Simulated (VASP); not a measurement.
Here is a VASP 6.6.1 calculation.

INCAR

```
ALGO = Normal ; EDIFF = 1E-6
ENCUT = 520 ; GGA = PE
ISIF = 2 ; ISMEAR = -1
LASPH = True ; LCHARG = False
LREAL = False ; LWAVE = False
NBANDS = 19 ; NELM = 80
PREC = Accurate ; SIGMA = 0.02
```

KPOINTS

```
k-points
0
Gamma
  10 10 10
```

The input POSCAR:

```
TiO2
1.0
    0.0000000000      2.3968272579      2.3968272579
    2.3544034154      0.0000000000      2.3968272579
    2.3544034154      2.3968272579      0.0000000000
Ti O
1 2
Direct
    0.0000000000      0.0000000000      0.0000000000
    0.2500000000      0.2500000000      0.2500000000
    0.7500000000      0.7500000000      0.7500000000
```

Potentials or basis: VASP PAW PBE potentials, release 64 (Ti_sv, O).

Launch:

```bash
$ cat potpaw_PBE.64/Ti_sv/POTCAR potpaw_PBE.64/O/POTCAR > POTCAR
$ mpirun -np 1 vasp_std > vasp.out
```

Q: Estimate the band gap on the k mesh.

A: 0.95 eV, indirect (least direct gap 1.73 eV).

Q: What does it give for the pressure?

A: 11.9 GPa.

Stress tensor (GPa, compression positive):
```
18.51  0.00  0.00
 0.00  8.63  0.00
 0.00  0.00  8.63
```

Caveat: the cell differs from its parent crystal (uniaxial x strain -1.8%). A k mesh can miss the band edges.
